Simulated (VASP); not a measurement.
Wanted: the native input for a VASP 6.6.1 run.

| Property | Result |
| --- | --- |
| Task | relaxation of cell and atoms |
| Functional | PBEsol |
| Potentials or basis | VASP PAW PBE potentials, release 64 (Os) |
| Cutoff | 600 eV |
| k mesh | 6 × 6 × 4 |
| Occupations | gaussian, width 0.1 eV |
| Spin | no spin polarisation |
| Dipole correction | no |
| Further INCAR settings | ALGO = Normal; EDIFF = 1e-06; IBRION = 2; EDIFFG = -0.04; NSW = 90; ISIF = 3 |

The structure of Os lies in POSCAR:

```
Os
1.0
    2.0622585485     -3.4951457981      0.0000000000
    2.0622585485      3.4951457981      0.0000000000
    0.0000000000      0.0000000000      4.1300034079
Os
4
Direct
    0.1525000000      0.8475000000      0.0785000000
    0.6525000000      0.3475000000      0.4215000000
    0.8475000000      0.1525000000      0.9215000000
    0.3475000000      0.6525000000      0.5785000000
```

The input as run:

INCAR

```
  PREC = Accurate
  ENCUT = 600
  EDIFF = 1E-6
  ISMEAR = 0
  SIGMA = 0.1
  LREAL = F
  LASPH = T
  NELM = 60
  ALGO = Normal
  ISIF = 3
  LWAVE = F
  LCHARG = F
  GGA = PS
  IBRION = 2
  NSW = 90
  EDIFFG = -0.04
```

KPOINTS

```
Automatic mesh
0
Gamma
  6 6 4
```

Potentials or basis: VASP PAW PBE potentials, release 64 (Os).

The run is started by

```console
$ cat potpaw_PBE.64/Os/POTCAR > POTCAR
$ mpirun -np 1 vasp_std > vasp.out
```

Results of the run:

The relaxed volume is 15.70 Å³/atom, the relaxed cell is a = 4.564 Å, b = 4.564 Å, c = 3.892 Å, α = 90.00°, β = 90.00°, γ = 129.24° and the space group after relaxing (to 0.1 Å) is I4/mmm (No. 139). The pressure after relaxing is 0.1 GPa. The largest force after relaxing is 0.031 eV/Å and the band gap on the k mesh is zero (bands 16 and 17 overlap by 3.33 eV).

Caveat: the k points lie up to 0.40 Å⁻¹ apart in the final cell, too coarse for converged energies and pressures of a metal; the PAW data sets were made with another functional, which shifts forces and pressure a little; spin-orbit coupling is left out, which moves the levels of the heavy elements.

It took 9.1 min on 1 thread of Intel(R) Xeon(R) 6975P-C (Granite Rapids), on a shared host, peak memory 0.22 GiB.
